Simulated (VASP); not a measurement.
# CdTe (F-43m) in VASP: a series of runs

Runs on CdTe. Level: r2SCAN. Tasks: single point.

All numbers are computed with VASP 6.6.1; they aren't measurements. Logs are shortened: lines on timing, memory, paths and dates and some standing lists are left out, and cuts for length are marked.

## Step 1: The cell of the first run

It takes space group F-43m (No. 216, cubic). The conventional cell has a = 6.558 Å, b = 6.558 Å, c = 6.558 Å, α = 90.00°, β = 90.00°, γ = 90.00°. Within 3.7 Å of Cd (site symmetry -43m) lie 4 Te at 2.84 Å. Within 3.7 Å of Te (site symmetry -43m) lie 4 Cd at 2.84 Å.

## Step 2: Single point, r2SCAN

Input file POSCAR:

```
CdTe
1.0
    0.0000000000      3.2788487468      3.2788487468
    3.2788487468      0.0000000000      3.2788487468
    3.2788487468      3.2788487468      0.0000000000
Cd Te
1 1
Direct
    0.0000000000      0.0000000000      0.0000000000
    0.7500000000      0.7500000000      0.7500000000
```

Input file INCAR.step1:

```
ALGO = Normal ; EDIFF = 1E-5
ENCUT = 550 ; GGA = PE
GGA_COMPAT = F ; ISMEAR = 0
LASPH = T ; LCHARG = F
LREAL = F ; LWAVE = T
NBANDS = 16 ; NELM = 120
PREC = Accurate ; SIGMA = 0.02
```

Input file INCAR.step2:

```
ALGO = Normal ; EDIFF = 1E-6
ENCUT = 550 ; GGA_COMPAT = F
ISIF = 2 ; ISMEAR = 0
ISTART = 1 ; LASPH = T
LCHARG = T ; LELF = T
LMIXTAU = T ; LREAL = F
LVHAR = T ; LWAVE = F
METAGGA = R2SCAN ; NBANDS = 16
NELM = 120 ; PREC = Accurate
SIGMA = 0.02
```

Input file KPOINTS:

```
k-points
0
Gamma
  8 8 8
```

Potentials or basis: VASP PAW PBE potentials, release 64 (Cd, Te).

Launch:

```console
$ cat potpaw_PBE.64/Cd/POTCAR potpaw_PBE.64/Te/POTCAR > POTCAR
$ cp INCAR.step1 INCAR
$ mpirun -np 1 vasp_std > vasp.out
$ cp INCAR.step2 INCAR
$ mpirun -np 1 vasp_std > vasp.out
```

OUTCAR:

```text
EDIFF = 1E-6
   ENCUT = 550
   ISIF = 2
   ISMEAR = 0
   ISTART = 1
   LASPH = T
   LREAL = F
   METAGGA = R2SCAN
   NELM = 120
   PREC = Accurate

 ion  position               nearest neighbor table
   1  0.000  0.000  0.000-   2 2.84   2 2.84   2 2.84   2 2.84
   2  0.750  0.750  0.750-   1 2.84   1 2.84   1 2.84   1 2.84

  LATTYP: Found a face centered cubic cell.
 ALAT       =     6.5576974936

  Lattice vectors:

 A1 = (   0.0000000000,   3.2788487468,   3.2788487468)
 A2 = (   3.2788487468,   0.0000000000,   3.2788487468)
 A3 = (   3.2788487468,   3.2788487468,   0.0000000000)

Analysis of symmetry for initial positions (statically):
=====================================================================
 Subroutine PRICEL returns:
 Original cell was already a primitive cell.

 Routine SETGRP: Setting up the symmetry group for a
 face centered cubic supercell.

 Subroutine GETGRP returns: Found 24 space group operations
 (whereof 24 operations were pure point group operations)
 out of a pool of 48 trial point group operations.

The static configuration has the point symmetry T_d .

Analysis of symmetry for dynamics (positions and initial velocities):
=====================================================================
 Subroutine PRICEL returns:
 Original cell was already a primitive cell.

 Routine SETGRP: Setting up the symmetry group for a
 face centered cubic supercell.

 Subroutine GETGRP returns: Found 24 space group operations
 (whereof 24 operations were pure point group operations)
 out of a pool of 48 trial point group operations.

The dynamic configuration has the point symmetry T_d .

 Subroutine INISYM returns: Found 24 space group operations
 (whereof 24 operations are pure point group operations),
 and found     1 'primitive' translations

----------------------------------------------------------------------------------------

                                     Primitive cell

  volume of cell :      70.5008

  direct lattice vectors                    reciprocal lattice vectors
     0.000000000  3.278848747  3.278848747    -0.152492548  0.152492548  0.152492548
     3.278848747  0.000000000  3.278848747     0.152492548 -0.152492548  0.152492548
     3.278848747  3.278848747  0.000000000     0.152492548  0.152492548 -0.152492548

  length of vectors
     4.636992367  4.636992367  4.636992367     0.264124841  0.264124841  0.264124841

  position of ions in fractional coordinates (direct lattice)
[... 73 lines left out ...]
   ISPIN  =      1    spin polarized calculation?
   LNONCOLLINEAR =      F non collinear calculations
   LSORBIT =      F    spin-orbit coupling
   LASPH  =      T    aspherical Exc in radial PAW
   ENCUT  =  550.0 eV  40.42 Ry    6.36 a.u.   8.87  8.87  8.87*2*pi/ulx,y,z
   NELM   =    120;   NELMIN=  2; NELMDL=  0     # of ELM steps
   EDIFF  = 0.1E-05   stopping-criterion for ELM
   LREAL  =      F    real-space projection
   EDIFFG = 0.1E-04   stopping-criterion for IOM
   NSW    =      0    number of steps for IOM
   IBRION =     -1    ionic relax: 0-MD 1-quasi-New 2-CG
   NFREE  =      0    steps in history (QN), initial steepest desc. (CG)
   ISIF   =      2    stress and relaxation
   ISYM   =      2    0-nonsym 1-usesym 2-fastsym
   POTIM  = 0.5000    time-step for ionic-motion
   TEBEG  =    0.0;   TEEND  =   0.0 temperature during run
   PSTRESS=    0.0 pullay stress
   NELECT =      18.0000    total number of electrons
   NUPDOWN=      -1.0000    fix difference up-down
   EMIN   =  10.00;   EMAX   =-10.00  energy-range for DOS
   EFERMI =   0.00;   METHOD = LEGACY
   ISMEAR =     0;   SIGMA  =   0.02  broadening in eV -4-tet -1-fermi 0-gaus
   EFERMI_NEDOS =   21; number of points for ismear=-14 and -15
   IALGO  =     38    algorithm
   IMIX   =      4    mixing-type and parameters
     AMIX     =   0.40;   BMIX     =  1.00
     AMIX_MAG =   1.60;   BMIX_MAG =  1.00
  volume/ion in A,a.u.               =      35.25       237.88
  Fermi-wavevector in a.u.,A,eV,Ry     =   1.038566  1.962606 14.675519  1.078620
  Thomas-Fermi vector in A             =   2.173057
   LORBIT       =      0    0 simple, 1 ext, 2 COOP (PROOUT), +10 PAW based schemes
   METAGGA = R2SCAN    functional components
   LHFCALC =     F    Hartree Fock is set to
   AEXX    =    0.0000 exact exchange contribution
   IVDW    =     0    specifies the selected vdW correction
   LEPSILON=     F    determine dielectric tensor
   LRPA    =     F    only Hartree local field effects (RPA)
 non-spin polarized calculation
 Gauss-broadening in eV      SIGMA  =   0.02
  energy-cutoff  :      550.00
  volume of cell :       70.50
 maximum number of plane-waves:      2085
   NGX = 17   NGY = 17   NGZ = 17

 number of electron      18.0000005 magnetization

 Free energy of the ion-electron system (eV)
  ---------------------------------------------------
  ext. energy  EPLUGINS =         0.00000000
  ---------------------------------------------------
  free energy    TOTEN  =       -46.64529845 eV

  energy without entropy =      -46.64529845  energy(sigma->0) =      -46.64529845

 E-fermi :   1.9278     XC(G=0):  -8.9410

 val. band max:        1.7838001352   @ k =   0.0000   0.0000   0.0000
 cond. band min:       2.9418989213   @ k =   0.0000   0.0000   0.0000
 fundamental gap:      1.1580987861
 Fermi energy:         1.9277589987

 k-point     1 :       0.0000    0.0000    0.0000
  band No.  band energies     occupation
      1      -9.5402      2.00000
      2      -6.6625      2.00000
      3      -6.6625      2.00000
      4      -6.6625      2.00000
      5      -6.4050      2.00000
      6      -6.4050      2.00000
[... 433 lines left out ...]
      3      -6.5650      2.00000
      4      -6.4189      2.00000
      5      -6.3994      2.00000
      6      -5.9665      2.00000
[... 8 lines left out ...]
     15      12.3496      0.00000
     16      12.9190      0.00000

 [... further k-points ...]
[... 5 lines left out ...]
  --------------------------------------------------------------------------------------
  -------------------------------------------------------------------------------------
  Total        0.0418444      0.0418444      0.0418444     -0.0000000      0.0000000     -0.0000000
  in kB        0.9509424      0.9509424      0.9509424     -0.0000000      0.0000000     -0.0000000
  external PRESSURE =       0.9509424 kB  Pullay stress =       0.0000000 kB

 VOLUME and BASIS-vectors are now :
 -----------------------------------------------------------------------------
  energy-cutoff  :      550.00
  volume of cell :       70.50
      direct lattice vectors                 reciprocal lattice vectors
     0.000000000  3.278848747  3.278848747    -0.152492548  0.152492548  0.152492548
     3.278848747  0.000000000  3.278848747     0.152492548 -0.152492548  0.152492548
     3.278848747  3.278848747  0.000000000     0.152492548  0.152492548 -0.152492548

 POSITION                                       TOTAL-FORCE (eV/Angst)
 -----------------------------------------------------------------------------------
      0.00000      0.00000      0.00000        -0.000000     -0.000000     -0.000000
      4.91827      4.91827      4.91827         0.000000      0.000000      0.000000
 -----------------------------------------------------------------------------------
    total drift:                               -0.000000     -0.000000     -0.000000

  FREE ENERGIE OF THE ION-ELECTRON SYSTEM (eV)
  ---------------------------------------------------
  free  energy   TOTEN  =       -46.6452984534 eV

  energy  without entropy=      -46.6452984534  energy(sigma->0) =      -46.64529845
```

OUTCAR.step1:

```text
EDIFF = 1E-5
   ENCUT = 550
   GGA = PE
   ISMEAR = 0
   LASPH = T
[... 676 lines left out ...]
 -----------------------------------------------------------------------------------
      0.00000      0.00000      0.00000         0.000000     -0.000000      0.000000
      4.91827      4.91827      4.91827        -0.000000      0.000000     -0.000000
 -----------------------------------------------------------------------------------
    total drift:                               -0.000000     -0.000000     -0.000000

  FREE ENERGIE OF THE ION-ELECTRON SYSTEM (eV)
  ---------------------------------------------------
  free  energy   TOTEN  =        -4.8042821301 eV

  energy  without entropy=       -4.8042821301  energy(sigma->0) =       -4.80428213
```

OSZICAR.step1:

```text
N       E                     dE             d eps       ncg     rms          rms(c)
DAV:   1     0.104167735715E+03    0.10417E+03   -0.85082E+03   928   0.102E+03
DAV:   2    -0.123066439885E+01   -0.10540E+03   -0.10029E+03  1136   0.239E+02
DAV:   3    -0.499875806496E+01   -0.37681E+01   -0.37632E+01  1120   0.470E+01
DAV:   4    -0.503584970371E+01   -0.37092E-01   -0.37091E-01  1432   0.401E+00
DAV:   5    -0.503599286316E+01   -0.14316E-03   -0.14316E-03  1160   0.205E-01    0.522E+00
DAV:   6    -0.481801948446E+01    0.21797E+00   -0.37454E-01  1112   0.713E+00    0.432E+00
DAV:   7    -0.480291834272E+01    0.15101E-01   -0.10481E-01  1096   0.207E+00    0.168E+00
DAV:   8    -0.480385106937E+01   -0.93273E-03   -0.10237E-02  1032   0.114E+00    0.454E-01
DAV:   9    -0.480418767669E+01   -0.33661E-03   -0.97485E-04  1104   0.321E-01    0.101E-01
DAV:  10    -0.480424213087E+01   -0.54454E-04   -0.11033E-04  1192   0.103E-01    0.552E-02
DAV:  11    -0.480428307434E+01   -0.40943E-04   -0.82337E-05  1032   0.564E-02    0.380E-02
DAV:  12    -0.480428213009E+01    0.94426E-06   -0.30853E-06   920   0.139E-02
   1 F= -.48042821E+01 E0= -.48042821E+01  d E =-.497322E-17
```

Run time: 1.8 min. Hardware: 1 thread of AMD EPYC 7R13 (Zen 3), shared host; peak memory 0.2 GiB.

Results:

| Property | Result |
| --- | --- |
| Free energy | -46.6453 eV |
| Pressure | 0.1 GPa |
| Band gap on the k mesh | 1.16 eV |

Levels at points of the mesh, in eV from the valence-band top:
| k point | band 7 | band 8 | band 9 | band 10 | band 11 | band 12 |
| --- | --- | --- | --- | --- | --- | --- |
| (0.00, 0.00, 0.00) | 0.00 | 0.00 | 0.00 | 1.16 | 5.05 | 5.05 |
| (0.50, 0.00, 0.00) | -4.29 | -0.74 | -0.74 | 2.19 | 5.60 | 5.60 |
| (0.50, 0.50, 0.00) | -4.18 | -1.79 | -1.79 | 2.95 | 2.99 | 9.26 |

Caveat: the PAW data sets were made with another functional, which shifts forces and pressure a little; spin-orbit coupling is left out, which moves the levels of the heavy elements.

## Step 3: Single point, r2SCAN

POSCAR is that of step 2.

Input file INCAR.step1:

```
SYSTEM = CdTe
ALGO = Normal
EDIFF = 1E-5
ENCUT = 550
GGA = PE
GGA_COMPAT = .False.
ISMEAR = 0
LASPH = .True.
LCHARG = .False.
LREAL = .False.
LWAVE = .True.
NBANDS = 16
NELM = 120
PREC = Accurate
SIGMA = 0.02
```

Input file INCAR.step2:

```
SYSTEM = CdTe
ALGO = Normal
EDIFF = 1E-6
ENCUT = 550
GGA_COMPAT = .False.
ISIF = 2
ISMEAR = 0
ISTART = 1
LASPH = .True.
LCHARG = .False.
LMIXTAU = .True.
LREAL = .False.
LWAVE = .False.
METAGGA = R2SCAN
NBANDS = 16
NELM = 120
PREC = Accurate
SIGMA = 0.02
```

Input file KPOINTS:

```
k-points
0
Gamma
  8 8 8
  0 0 0
```

Potentials or basis: VASP PAW PBE potentials, release 64 (Cd, Te).

Launch:

```console
$ cat potpaw_PBE.64/Cd/POTCAR potpaw_PBE.64/Te/POTCAR > POTCAR
$ cp INCAR.step1 INCAR
$ mpirun -np 1 vasp_std > vasp.out
$ cp INCAR.step2 INCAR
$ mpirun -np 1 vasp_std > vasp.out
```

Wall time 1.7 min (1 thread of AMD EPYC 7R13 (Zen 3), shared host); peak memory 0.2 GiB.

It converged, with:

```
Free energy            : -46.6453 eV
Pressure               : 0.1 GPa
Band gap on the k mesh : 1.16 eV
```

Levels at points of the mesh, in eV from the valence-band top:
```tsv
k point	band 6	band 7	band 8	band 9	band 10	band 11	band 12	band 13
(0.00, 0.00, 0.00)	-8.19	0.00	0.00	0.00	1.16	5.05	5.05	5.05
(0.50, 0.00, 0.00)	-7.84	-4.29	-0.74	-0.74	2.19	5.60	5.60	7.38
(0.50, 0.50, 0.00)	-7.70	-4.18	-1.79	-1.79	2.95	2.99	9.26	9.63
```

Caveat: the PAW data sets were made with another functional, which shifts forces and pressure a little; spin-orbit coupling is left out, which moves the levels of the heavy elements.
